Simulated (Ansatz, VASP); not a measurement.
## One calculation of Pd, two programs

```xyz
1
Lattice="0.0000 2.2366 1.9449 2.2366 0.0000 1.9449 2.2366 2.2366 0.0000" Properties=species:S:1:pos:R:3 pbc="T T T"
Pd    0.0000    0.0000    0.0000
```

Change from the starting cell: strain +0.1500 x Voigt [1, 1, 0, 0, 0, 0], atoms carried along.

Alike in both runs: task single point; functional PBE; k mesh 8 × 8 × 8; occupations gaussian, width 0.15 eV; no spin polarisation.

|  | VASP | Ansatz |
| --- | --- | --- |
| version | VASP 6.6.1 | Ansatz 0.2.0 |
| potentials or method | VASP PAW PBE potentials, release 64 (Pd), cutoff 500 eV | scalar-relativistic, plane waves, PAW |
| valence electrons in the cell | 10 | 18 |

|  | VASP | Ansatz | Ansatz less VASP |
| --- | --- | --- | --- |
| gap on the k mesh at the Fermi level (eV) | none | none | - |
| pressure (GPa) | -20.0 | -20.0 | +0.03 |
| traceless stress, the component that is largest in VASP (GPa) | 1.06 | 1.05 | -0.005 |

A gap of «none» marks a metal or a gap that the smearing closes. VASP's potentials hold 10 valence electrons a cell and Ansatz's 18, so a difference there can come from the potentials and not from the codes.
